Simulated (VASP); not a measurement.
## Mn3Si: single point with LDA

Mn3Si:

```
Mn Si
1.0
     0.00000    2.86100    2.86100
     2.86100    0.00000    2.86100
     2.86100    2.86100    0.00000
Mn Si
3 1
Direct
  0.50000 0.50000 0.50000
  0.25000 0.25000 0.25000
  0.75000 0.75000 0.75000
  0.00000 0.00000 0.00000
```

```
Program                : VASP 6.6.1
Task                   : single point
Functional             : LDA
Potentials or basis    : VASP PAW LDA potentials, release 64 (Mn_pv, Si)
Cutoff                 : 520 eV
k mesh                 : 10 × 10 × 10
Occupations            : fermi-dirac, width 0.05 eV
Spin                   : collinear spin, ferrimagnetic start
Starting moments       : [0.967, -0.274, -0.273, 0.0] μB
Fixed moment           : 0.42 μB
Dipole correction      : no
Further INCAR settings : ALGO = Normal; EDIFF = 1e-06; NBANDS = 34
```

```json
{"Pressure": "-26.3 GPa", "Net moment": "0.42 μB per cell", "Site moments": "Mn +1.71, -0.66 (each value once); Si +0.03 μB", "Valence electrons inside the program's atomic spheres": "Mn 11.83, 11.92 (each value once); Si 1.61"}
```

It took 6.8 min on 1 thread of Intel(R) Xeon(R) Platinum 8559C (Emerald Rapids), on a shared host, peak memory 0.23 GiB.

Caveat: the cell stands under tension; the total moment is fixed, so each spin has its own Fermi level.
